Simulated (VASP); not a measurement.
# HfZrS4 (P2/m) in VASP: relaxation of cell and atoms with PBE

Aim: the relaxation of cell and atoms of HfZrS4 with PBE.

Program: VASP 6.6.1. These are calculated values, not measurements. Logs are shortened: lines on timing, memory, paths and dates and some standing lists are left out, and cuts for length are marked.

### 1 The cell of the first run

The structure is monoclinic, space group P2/m (No. 10). Conventional cell: a = 5.873 Å, b = 3.589 Å, c = 6.215 Å, α = 90.00°, β = 90.00°, γ = 90.00°. Within 3.3 Å of Zr (site symmetry 2/m) lie 6 S at 2.50 Å. Within 3.3 Å of Hf (site symmetry 2/m) lie 6 S at 2.50 Å. Within 3.3 Å of S (site symmetry m) lie 1 Zr at 2.50 Å and 2 Hf at 2.50 Å. Within 3.3 Å of S (site symmetry m) lie 1 Hf at 2.50 Å and 2 Zr at 2.50 Å.

### 2 Relaxation of cell and atoms, PBE

Input file INCAR:

```
SYSTEM = HfZrS4
ALGO = Normal
EDIFF = 1E-7
EDIFFG = -0.04
ENCUT = 600
GGA = PE
IBRION = 2
ISIF = 3
ISMEAR = 0
LASPH = .TRUE.
LCHARG = .FALSE.
LREAL = .FALSE.
LWAVE = .FALSE.
NELM = 100
NSW = 90
PREC = Accurate
SIGMA = 0.1
```

Input file KPOINTS:

```
k-points
0
G
  4 6 4
  0 0 0
```

Input file POSCAR:

```
HfZrS4
1.0
    5.8727109400      0.0000000000      0.0000000000
    0.0000000000      3.5885029100      0.0000000000
    0.0000000000      0.0000000000      6.2154693600
Zr Hf S
1 1 4
Direct
    0.0000000000      0.5000000000      0.5000000000
    0.0000000000      0.0000000000      0.0000000000
    0.2379099700      0.5000000000      0.8333333300
    0.2379099700      0.0000000000      0.3333333300
    0.7620900300      0.0000000000      0.6666666700
    0.7620900300      0.5000000000      0.1666666700
```

Potentials or basis: VASP PAW PBE potentials, release 64 (Zr_sv, Hf_pv, S).

Run with:

```console
cat potpaw_PBE.64/Zr_sv/POTCAR potpaw_PBE.64/Hf_pv/POTCAR potpaw_PBE.64/S/POTCAR > POTCAR
mpirun -np 1 vasp_std > vasp.out
```

OUTCAR:

```text
SYSTEM = HfZrS4
   EDIFF = 1E-7
   EDIFFG = -0.04
   ENCUT = 600
   GGA = PE
   IBRION = 2
   ISIF = 3
   ISMEAR = 0
   LASPH = .TRUE.
   LREAL = .FALSE.
   NELM = 100
   NSW = 90
   PREC = Accurate

 ion  position               nearest neighbor table
   1  0.000  0.500  0.500-   3 2.50   6 2.50   5 2.50   4 2.50   4 2.50   5 2.50   2 3.59   2 3.59
                             2 3.59   2 3.59
   2  0.000  0.000  0.000-   4 2.50   5 2.50   3 2.50   6 2.50   3 2.50   6 2.50   1 3.59   1 3.59
                             1 3.59   1 3.59
   3  0.238  0.500  0.833-   1 2.50   2 2.50   2 2.50
   4  0.238  0.000  0.333-   2 2.50   1 2.50   1 2.50
   5  0.762  0.000  0.667-   2 2.50   1 2.50   1 2.50
   6  0.762  0.500  0.167-   1 2.50   2 2.50   2 2.50

  LATTYP: Found a simple orthorhombic cell.
 ALAT       =     3.5885029100
 B/A-ratio  =     1.6365350920
 C/A-ratio  =     1.7320508067

  Lattice vectors:

 A1 = (   0.0000000000,  -3.5885029100,   0.0000000000)
 A2 = (   5.8727109400,   0.0000000000,   0.0000000000)
 A3 = (   0.0000000000,   0.0000000000,   6.2154693600)

Analysis of symmetry for initial positions (statically):
=====================================================================
 Subroutine PRICEL returns:
 Original cell was already a primitive cell.

 Routine SETGRP: Setting up the symmetry group for a
 simple orthorhombic supercell.

 Subroutine GETGRP returns: Found  4 space group operations
 (whereof  4 operations were pure point group operations)
 out of a pool of  8 trial point group operations.

The static configuration has the point symmetry C_2h.

Analysis of symmetry for dynamics (positions and initial velocities):
=====================================================================
 Subroutine PRICEL returns:
 Original cell was already a primitive cell.

 Routine SETGRP: Setting up the symmetry group for a
 simple orthorhombic supercell.

 Subroutine GETGRP returns: Found  4 space group operations
 (whereof  4 operations were pure point group operations)
 out of a pool of  8 trial point group operations.

The dynamic configuration has the point symmetry C_2h.

 Subroutine INISYM returns: Found  4 space group operations
 (whereof  4 operations are pure point group operations),
 and found     1 'primitive' translations

----------------------------------------------------------------------------------------

                                     Primitive cell

  volume of cell :     130.9863

  direct lattice vectors                    reciprocal lattice vectors
[... 112 lines left out ...]
   IALGO  =     38    algorithm
   IMIX   =      4    mixing-type and parameters
     AMIX     =   0.40;   BMIX     =  1.00
     AMIX_MAG =   1.60;   BMIX_MAG =  1.00
  volume/ion in A,a.u.               =      21.83       147.32
  Fermi-wavevector in a.u.,A,eV,Ry     =   1.155009  2.182651 18.150805  1.334047
  Thomas-Fermi vector in A             =   2.291641
   LORBIT       =      0    0 simple, 1 ext, 2 COOP (PROOUT), +10 PAW based schemes
   GGA     = PE    functional components
   LHFCALC =     F    Hartree Fock is set to
   AEXX    =    0.0000 exact exchange contribution
   IVDW    =     0    specifies the selected vdW correction
   LEPSILON=     F    determine dielectric tensor
   LRPA    =     F    only Hartree local field effects (RPA)
 conjugate gradient relaxation of ions
 non-spin polarized calculation
 Gauss-broadening in eV      SIGMA  =   0.10
  energy-cutoff  :      600.00
  volume of cell :      130.99
 maximum number of plane-waves:      4400
 NGX is ok and might be reduce to    48
   NGX = 23   NGY = 15   NGZ = 25

--------------------------------------- Ionic step        1  -------------------------------------------

 number of electron      45.9999999 magnetization

 Free energy of the ion-electron system (eV)
  ---------------------------------------------------
  ext. energy  EPLUGINS =         0.00000000
  ---------------------------------------------------
  free energy    TOTEN  =       -44.06498022 eV

  energy without entropy =      -44.06498022  energy(sigma->0) =      -44.06498022

------------------------ aborting loop because EDIFF is reached ----------------------------------------

  FORCE on cell =-STRESS in cart. coord.  units (eV):
  Direction    XX          YY          ZZ          XY          YZ          ZX
  --------------------------------------------------------------------------------------
  -------------------------------------------------------------------------------------
  Total        6.7443652      6.7301181      6.5750527      0.0000000      0.0000000      0.0020753
  in kB       82.4946543     82.3203883     80.4236836      0.0000000      0.0000000      0.0253844
  external PRESSURE =      81.7462421 kB  Pullay stress =       0.0000000 kB
[... 101 lines left out ...]
  FREE ENERGIE OF THE ION-ELECTRON SYSTEM (eV)
  ---------------------------------------------------
  free  energy   TOTEN  =       -44.3154118104 eV

  energy  without entropy=      -44.3154118104  energy(sigma->0) =      -44.31541181

 E-fermi :   3.7373     XC(G=0):  -9.2056

 val. band max:        3.1613915071   @ k =   0.0000   0.0000   0.0000
 cond. band min:       4.2432662234   @ k =   0.5000   0.5000   0.5000
 fundamental gap:      1.0818747163
 Fermi energy:         3.7372924784

 k-point     1 :       0.0000    0.0000    0.0000
  band No.  band energies     occupation
      1     -45.8224      2.00000
      2     -27.4939      2.00000
      3     -27.4806      2.00000
      4     -27.4150      2.00000
      5     -23.8546      2.00000
      6     -23.8461      2.00000
[... 709 lines left out ...]
     26       6.1542      0.00000
     27       6.5011      0.00000

 [... further k-points ...]

[... ionic steps 4 to 14 ...]

--------------------------------------- Ionic step       15  -------------------------------------------

 number of electron      46.0000005 magnetization

------------------------ aborting loop because EDIFF is reached ----------------------------------------
[... 75 lines left out ...]
--------------------------------------- Ionic step       17  -------------------------------------------

 number of electron      45.9999999 magnetization

 Free energy of the ion-electron system (eV)
  ---------------------------------------------------
  ext. energy  EPLUGINS =         0.00000000
  ---------------------------------------------------
  free energy    TOTEN  =       -44.35901348 eV

  energy without entropy =      -44.35901348  energy(sigma->0) =      -44.35901348

 E-fermi :   3.0434     XC(G=0):  -8.8199

 val. band max:        2.6058852218   @ k =   0.0000   0.0000   0.0000
 cond. band min:       3.7190478863   @ k =   0.5000   0.5000   0.5000
 fundamental gap:      1.1131626645
 Fermi energy:         3.0434398615

 k-point     1 :       0.0000    0.0000    0.0000
  band No.  band energies     occupation
      1     -46.3258      2.00000
      2     -28.0280      2.00000
      3     -28.0133      2.00000
      4     -27.9476      2.00000
      5     -24.3683      2.00000
      6     -24.3590      2.00000
[... 744 lines left out ...]
  FREE ENERGIE OF THE ION-ELECTRON SYSTEM (eV)
  ---------------------------------------------------
  free  energy   TOTEN  =       -44.3590134769 eV

  energy  without entropy=      -44.3590134769  energy(sigma->0) =      -44.35901348

 reached required accuracy - stopping structural energy minimisation
```

OSZICAR:

```text
N       E                     dE             d eps       ncg     rms          rms(c)
DAV:   1     0.357306467504E+03    0.35731E+03   -0.24603E+04  2176   0.174E+03
DAV:   2    -0.165882617160E+02   -0.37389E+03   -0.36667E+03  2725   0.386E+02
DAV:   3    -0.459628820254E+02   -0.29375E+02   -0.28790E+02  3309   0.897E+01
[... 206 lines left out ...]
DAV:   7    -0.443590103673E+02   -0.83102E-05   -0.74953E-05  3210   0.442E-02    0.235E-02
DAV:   8    -0.443590117180E+02   -0.13507E-05   -0.55547E-06  2925   0.152E-02    0.115E-02
DAV:   9    -0.443590132738E+02   -0.15558E-05   -0.32203E-06  2615   0.104E-02    0.514E-03
DAV:  10    -0.443590134548E+02   -0.18103E-06   -0.22333E-07  1904   0.280E-03    0.217E-03
DAV:  11    -0.443590134769E+02   -0.22099E-07   -0.61763E-08  1331   0.163E-03
  17 F= -.44359013E+02 E0= -.44359013E+02  d E =-.236882E-02
```

Run time: 44 min. Hardware: 1 thread of Oxide Virtual Turin-like, shared host; peak memory 0.36 GiB.

Results:

```yaml
Free_energy: -44.3590 eV
Relaxed_volume: 25.62 Å³/atom
Relaxed_cell: a = 6.620 Å, b = 3.665 Å, c = 6.337 Å, α = 90.00°, β = 89.91°, γ = 90.00°
Space_group_after_relaxing_to_0.1_Å: P2/m (No. 10)
Energy_gained_by_relaxing: 49.0 meV/atom
Ionic_steps: 17
Pressure_after_relaxing: 0.1 GPa
Largest_force_after_relaxing: 0.026 eV/Å
Band_gap_on_the_k_mesh: 1.11 eV (least direct gap 1.17 eV)
```

Forces on the atoms (eV/Å):
```
Zr   0.000  0.000  0.000
Hf   0.000  0.000  0.000
S    0.004  0.000 -0.006
S    0.011  0.000 -0.024
S   -0.011  0.000  0.024
S   -0.004  0.000  0.006
```

The path:
```
step  energy change (eV)  largest force (eV/Å)  pressure (GPa)  volume (Å³)
   1              0.0000                1.0547            8.17       130.99
   2              0.1966                1.3163           -8.05       153.26
   3             -0.2504                0.2070           -0.11       139.92
   4             -0.2506                0.1924            0.06       139.70
   5             -0.2505                0.1816            0.20       139.52
   6             -0.2565                0.1186            0.22       139.85
   7             -0.2620                0.1412            0.29       140.58
   8             -0.2667                0.1606           -0.11       141.91
   9             -0.2705                0.2053           -0.79       144.38
  10             -0.2720                0.1917           -0.74       144.56
  11             -0.2762                0.1590           -0.60       145.08
  12             -0.2826                0.1000           -0.29       146.14
  13             -0.2877                0.1118            0.35       148.23
  14             -0.2894                0.0940            0.21       149.24
  15             -0.2917                0.0945           -0.15       152.10
  16             -0.2930                0.0619           -0.06       152.63
  17             -0.2940                0.0259            0.14       153.73
```

Final structure:
```xyz
6
Lattice="6.6197 0.0000 0.0052 0.0000 3.6646 0.0000 0.0051 0.0000 6.3371" Properties=species:S:1:pos:R:3 pbc="T T T"
Zr    0.0026    1.8323    3.1686
Hf    0.0000    0.0000    0.0000
S     1.4490    1.8323    5.2987
S     1.4506    0.0000    2.0975
S     5.1742    0.0000    4.2448
S     5.1759    1.8323    1.0436
```

Caveat: the volume moved by over 15 % at a fixed basis, so the end points are rough; spin-orbit coupling is left out, which moves the levels of the heavy elements; this functional lacks dispersion, which binds layers or chains, so the pressure and a relaxed spacing across them are unreliable.
